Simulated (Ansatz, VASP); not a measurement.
One calculation of ZnS, two programs

```
Zn S
1.0
    -2.70465   -2.70465    0.00000
     2.70465   -2.70465    0.00000
     0.00000    0.00000   11.56860
Zn S
4 4
Direct
  0.00000 0.00000 0.87672
  0.50000 0.50000 0.17534
  0.00000 0.00000 0.40914
  0.50000 0.50000 0.64293
  0.50000 0.00000 0.29224
  0.00000 0.50000 0.52603
  0.50000 0.00000 0.75983
  0.00000 0.50000 0.05845
```

Alike in both runs: task single point; functional PBEsol; k mesh 7 × 7 × 3; occupations gaussian, width 0.05 eV; no spin polarisation.

|  | VASP | Ansatz |
| --- | --- | --- |
| version | VASP 6.6.1 | Ansatz 0.2.0 |
| potentials or method | VASP PAW PBE potentials, release 64 (Zn, S), cutoff 520 eV | scalar-relativistic, plane waves, PAW |
| valence electrons in the cell | 72 | 72 |

Ansatz gave:

| Quantity | Value |
| --- | --- |
| gap on the k mesh at the Fermi level (eV) | 0.73 |
| least direct gap on the mesh (eV) | 0.77 |
| pressure (GPa) | -4.4 |
| traceless stress, the component that is largest in VASP (GPa) | -2.75 |
| rms of the force components (eV/Å) | 0.520 |

Estimate VASP's values.

gap on the k mesh at the Fermi level (eV): 0.73; least direct gap on the mesh (eV): 0.77; pressure (GPa): -4.3; traceless stress, the component that is largest in VASP (GPa): -2.74; rms of the force components (eV/Å): 0.524.

VASP's potentials were made for PBE, not for PBEsol. Atom by atom the forces differ by 0.005 eV/Å (rms over components).
